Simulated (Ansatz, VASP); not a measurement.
**One calculation of SnSe2, two programs**

```xyz
3
Lattice="3.8406 0.0000 0.0000 -1.9203 3.3260 0.0000 0.0000 0.0000 6.5233" Properties=species:S:1:pos:R:3 pbc="T T T"
Sn    0.0000    0.0000    0.0000
Se    0.0000    2.1562    1.5305
Se    1.9203    1.0475    4.9060
```

Change from the starting cell: all Se atoms moved +0.075 Å, as atom 2 towards its neighbour atom 1 (Sn) at 2.719 Å.

Alike in both runs: task single point; functional r2SCAN; k mesh 12 × 12 × 4; occupations gaussian, width 0.05 eV; no spin polarisation.

```csv
,VASP,Ansatz
version,VASP 6.6.1,Ansatz 0.2.0
potentials or method,"VASP PAW PBE potentials, release 64 (Sn_d, Se), cutoff 520 eV","scalar-relativistic, plane waves, PAW"
valence electrons in the cell,26,46
```

```csv
,VASP,Ansatz,Ansatz less VASP
gap on the k mesh at the Fermi level (eV),0.99,0.99,-0.003
least direct gap on the mesh (eV),1.44,1.43,-0.001
pressure (GPa),0.2,0.1,-0.05
"traceless stress, the component that is largest in VASP (GPa)",0.24,0.24,0.000
rms of the force components (eV/Å),0.313,0.311,-0.0024
```

VASP's potentials were made for PBE, not for r2SCAN. Atom by atom the forces differ by 0.006 eV/Å (rms over components). VASP's potentials hold 26 valence electrons a cell and Ansatz's 46, so a difference there can come from the potentials and not from the codes.
